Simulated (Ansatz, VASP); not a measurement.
## Two plane-wave programs on B

Contents of INCAR:

```
ALGO = Normal ; EDIFF = 1E-7
EDIFFG = -0.04 ; ENCUT = 500
GGA = PE ; GGA_COMPAT = F
IBRION = 2 ; ISIF = 3
ISMEAR = 0 ; LASPH = T
LCHARG = F ; LREAL = F
LWAVE = F ; NELM = 120
NELMIN = 4 ; NSW = 90
PREC = Accurate ; SIGMA = 0.1
```

The input KPOINTS:

```
k-points
0
Gamma
  10 10 10
```

POSCAR

```
B
1.0
    0.0000000000      1.5425117484      1.5425117484
    1.5425117484      0.0000000000      1.5425117484
    1.5425117484      1.5425117484      0.0000000000
B
1
Direct
    0.0000000000      0.0000000000      0.0000000000
```

Input for Ansatz:

```yaml
crystal:
  lattice:
    - [0.0, 1.5425117484, 1.5425117484]
    - [1.5425117484, 0.0, 1.5425117484]
    - [1.5425117484, 1.5425117484, 0.0]
  atoms:
    - { symbol: B, position: [0.0, 0.0, 0.0] }
basis:
  ecutwfc: 420
kpoints:
  mp_grid: { grid: [10, 10, 10] }
hamiltonian:
  xc: pbe
scf:
  occupations: { method: gaussian, width: 0.1 }
  lower_state_search: "off"
output:
  forces: true
  stress: true
  eigenvalues: true
relax:
  adjacent_minimum: "off"
  f_tol: 0.04
  max_steps: 70
  cell: { stress_tol: 0.4 }
```

Alike in both runs: task relaxation of cell and atoms; functional PBE; k mesh 10 × 10 × 10; occupations gaussian, width 0.1 eV; no spin polarisation.

```csv
,VASP,Ansatz
version,VASP 6.6.1,Ansatz 0.2.0
potentials or method,"VASP PAW PBE potentials, release 64 (B), cutoff 500 eV","scalar-relativistic, plane waves, PAW"
valence electrons in the cell,3,3
```

VASP gave:

| Item | Value |
| --- | --- |
| gap on the k mesh at the Fermi level, each at its own relaxed structure (eV) | none |
| relaxed volume (Å³/atom) | 5.88 |
| relaxed cell length with the largest relative difference (Å) | 2.025 |

**Question.** What did Ansatz give for the same quantities?

**Answer.** gap on the k mesh at the Fermi level, each at its own relaxed structure (eV): none; relaxed volume (Å³/atom): 5.88; relaxed cell length with the largest relative difference (Å): 2.026.

A gap of «none» marks a metal or a gap that the smearing closes.

Noted on VASP's run: the volume moved by over 15 % at a fixed basis, so the end points are rough.
